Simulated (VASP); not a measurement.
A run of VASP 6.6.1 is set up as follows.

File INCAR:

```
SYSTEM = Ta
ALGO = Normal
EDIFF = 1E-6
ENCUT = 520
GGA = RP
ISIF = 2
ISMEAR = -1
LASPH = .TRUE.
LCHARG = .TRUE.
LELF = .TRUE.
LREAL = .FALSE.
LVHAR = .TRUE.
LWAVE = .FALSE.
NBANDS = 30
NELM = 100
PREC = Accurate
SIGMA = 0.1
```

The input KPOINTS:

```
k-points
0
G
  12 12 4
  0 0 0
```

POSCAR

```
Ta
1.0
    2.9601266572      0.0000000000      0.0000000000
   -1.4800633286      2.5635448835      0.0000000000
    0.0000000000      0.0000000000     10.0824128168
Ta
4
Direct
    1.0000000000      1.0000000000      1.0000000000
    1.0000000000      1.0000000000      0.5000000000
    0.3333333333      0.6666666667      0.2500000000
    0.6666666667      0.3333333333      0.7500000000
```

Potentials or basis: VASP PAW PBE potentials, release 64 (Ta_pv).

The run is started by

```console
$ cat potpaw_PBE.64/Ta_pv/POTCAR > POTCAR
$ mpirun -np 1 vasp_std > vasp.out
```

Estimate the pressure.

0.0 GPa.

Predict the band gap on the k mesh.

zero (bands 22 and 23 overlap by 1.16 eV).

Caveat: the PAW data sets were made with another functional, which shifts forces and pressure a little; spin-orbit coupling is left out, which moves the levels of the heavy elements.
